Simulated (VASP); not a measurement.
# Sr4AgRu: single point with PBE

Sr4AgRu:

```xyz
6
Lattice="4.9404 0.0000 0.0000 -2.4702 4.2785 0.0000 0.0000 0.0000 8.8986" Properties=species:S:1:pos:R:3 pbc="T T T"
Sr    0.0000    2.8523    7.2115
Sr    0.0000    2.8523    1.6872
Sr    2.4702    1.4262    1.6872
Sr    2.4702    1.4262    7.2115
Ag    0.0000    0.0000    4.4493
Ru    0.0000    0.0000    0.0000
```

The cell was generated, and may not be a known phase.

```yaml
Program: VASP 6.6.1
Task: single point
Functional: PBE
Potentials_or_basis: VASP PAW PBE potentials, release 64 (Sr_sv, Ag, Ru_pv)
Cutoff: 520 eV
k_mesh: 6 × 6 × 2
Occupations: gaussian, width 0.1 eV
Spin: no spin polarisation
```

| Quantity | Value |
| --- | --- |
| Pressure | 3.5 GPa |
| Largest force | 0.453 eV/Å |
| Band gap on the k mesh | zero (an odd number of electrons rules out a gap without spin polarisation) |

Forces in eV/Å, atoms in the order of the input:
```
Sr   0.000  0.000 -0.453
Sr   0.000  0.000  0.453
Sr   0.000  0.000  0.453
Sr   0.000  0.000 -0.453
Ag   0.000  0.000  0.000
Ru   0.000  0.000  0.000
```

Stress tensor (GPa, compression positive):
```
 7.36  0.00  0.00
 0.00  7.36  0.00
 0.00  0.00 -4.19
```

Levels at points of the mesh, in eV from the Fermi level:
| k point | band 29 | band 30 | band 31 | band 32 | band 33 | band 34 | band 35 | band 36 |
| --- | --- | --- | --- | --- | --- | --- | --- | --- |
| (0.00, 0.00, 0.00) | -1.53 | -1.11 | -1.02 | -1.02 | 1.31 | 1.31 | 2.00 | 2.17 |
| (0.50, 0.00, 0.00) | -1.05 | -1.01 | -0.73 | -0.48 | -0.30 | -0.30 | 0.44 | 1.17 |
| (0.00, 0.00, 0.50) | -1.28 | -1.03 | -1.03 | -0.14 | 1.40 | 1.40 | 1.50 | 2.06 |
| (0.50, 0.00, 0.50) | -1.01 | -0.88 | -0.73 | -0.63 | -0.24 | -0.11 | 0.46 | 1.00 |

Run time: 7 min on 1 thread of Intel(R) Xeon(R) Platinum 8488C (Sapphire Rapids), on a shared host, peak memory 0.39 GiB.

Caveat: the stress differs along the axes, from -4 to 7 GPa.
